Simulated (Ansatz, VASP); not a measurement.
One calculation of Sn, two programs

INCAR

```
SYSTEM = Sn
PREC = Accurate
ENCUT = 600
EDIFF = 1E-6
ISMEAR = -1
SIGMA = 0.1
LREAL = .False.
LASPH = .True.
NELM = 80
ALGO = Normal
ISIF = 3
LWAVE = .False.
LCHARG = .False.
IBRION = 2
NSW = 80
EDIFFG = -0.01
```

The input KPOINTS:

```
regular mesh
0
Gamma
  9 9 9
  0 0 0
```

POSCAR

```
Sn
1.0
    0.0000000000      3.2456000000      3.2456000000
    3.2456000000      0.0000000000      3.2456000000
    3.2456000000      3.2456000000      0.0000000000
Sn
2
Direct
    0.5000000000      0.5000000000      0.5000000000
    0.7500000000      0.7500000000      0.7500000000
```

Input for Ansatz:

```yaml
crystal:
  lattice:
    - [0.0, 3.2456, 3.2456]
    - [3.2456, 0.0, 3.2456]
    - [3.2456, 3.2456, 0.0]
  atoms:
    - { symbol: Sn, position: [0.5, 0.5, 0.5] }
    - { symbol: Sn, position: [0.75, 0.75, 0.75] }
hamiltonian:
  xc: lda
  pseudopotentials:
    kind: paw
    azcp:
      Sn: "pseudopotentials/Sn.paw.azcp"
basis:
  ecutwfc: 420
  fft_grid_basis: typed
kpoints:
  mp_grid: { grid: [9, 9, 9], shift: [0, 0, 0] }
magnetization:
  spin_polarized: false
scf:
  occupations: { method: fermi_dirac, width: 0.1 }
relax:
  max_steps: 60
  f_tol: 0.01
  cell: {}
```

Alike in both runs: task relaxation of cell and atoms; functional LDA; k mesh 9 × 9 × 9; occupations fermi-dirac, width 0.1 eV; no spin polarisation.

|  | VASP | Ansatz |
| --- | --- | --- |
| version | VASP 6.6.1 | Ansatz 0.2.0 |
| potentials or method | VASP PAW LDA potentials, release 64 (Sn_d), cutoff 600 eV | plane waves (420 eV) with PAW, scalar-relativistic |
| valence electrons in the cell | 28 | 28 |

```csv
,VASP,Ansatz,Ansatz less VASP
relaxed volume (Å³/atom),33.98,33.95,-0.033
relaxed cell length with the largest relative difference (Å),4.581,4.579,-0.0015
```

Ansatz warns that its potentials were made for another functional, while VASP's fit it. LDA's correlation is that of Perdew and Zunger in VASP and of Perdew and Wang (1992) in Ansatz.
